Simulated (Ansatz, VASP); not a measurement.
One calculation of MoH8, two programs

```xyz
9
Lattice="3.4182 0.0000 0.0000 -1.7091 2.9603 0.0000 0.0000 0.0000 5.9833" Properties=species:S:1:pos:R:3 pbc="T T T"
H     0.0000    0.0000    1.2334
H     0.0000    0.0000    4.7499
H     1.7091    0.0000    3.8732
H    -0.8546    1.4801    3.8732
H     0.8546    1.4801    3.8732
H     1.7091    0.0000    2.1101
H    -0.8546    1.4801    2.1101
H     0.8546    1.4801    2.1101
Mo    0.0000    0.0000    2.9916
```

Alike in both runs: task relaxation of cell and atoms; functional PBE; k mesh 12 × 12 × 6; occupations gaussian, width 0.01 eV; no spin polarisation.

```csv
,VASP,Ansatz
version,VASP 6.6.1,Ansatz 0.2.0
potentials or method,"VASP PAW PBE potentials, release 64 (H_h, Mo_sv), cutoff 910 eV","scalar-relativistic, plane waves, PAW"
valence electrons in the cell,22,22
```

Ansatz gave:

```
gap on the k mesh at the Fermi level, each at its own relaxed structure (eV) : 0.13
relaxed volume (Å³/atom)                                                     : 6.61
relaxed length of the cell vector where the two differ most in proportion (Å)              : 5.894
```

**Question.** Estimate VASP's values.

**Answer.** gap on the k mesh at the Fermi level, each at its own relaxed structure (eV): 0.19; relaxed volume (Å³/atom): 6.72; relaxed length of the cell vector where the two differ most in proportion (Å): 5.988.
